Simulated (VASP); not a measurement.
Runs of VASP 6.6.1 on Ti. It takes space group P6_3/mmc (No. 194, hexagonal). Conventional cell: a = 2.950 Å, b = 2.950 Å, c = 4.680 Å, α = 90.00°, β = 90.00°, γ = 120.00°. Within 3.8 Å of Ti (site symmetry -6m2) lie 12 Ti at 2.89 to 2.95 Å. 

```csv
level,potentials or basis,cutoff (eV),gap on the mesh (eV),pressure (GPa)
LDA,"VASP PAW LDA potentials, release 64 (Ti_sv)",500,none,-9.8
revPBE,"VASP PAW PBE potentials, release 64 (Ti_sv)",500,none,(a)
PBEsol,"VASP PAW PBE potentials, release 64 (Ti_sv)",500,none,-5.9
BLYP,"VASP PAW PBE potentials, release 64 (Ti_sv)",500,none,(b)
r2SCAN,"VASP PAW PBE potentials, release 64 (Ti_sv)",550,none,-1.7
```

Alike in all rows: task single point; no spin polarisation; cell as given; k mesh 12 × 12 × 7; smearing fermi-dirac 0.05 eV.

Q: Estimate the missing entries.

A: (a) 0.5; (b) 0.9.

Caveats: the PAW data sets were made with another functional, which shifts forces and pressure a little (some runs).

A gap of «none» marks levels without a gap at the run's occupations.
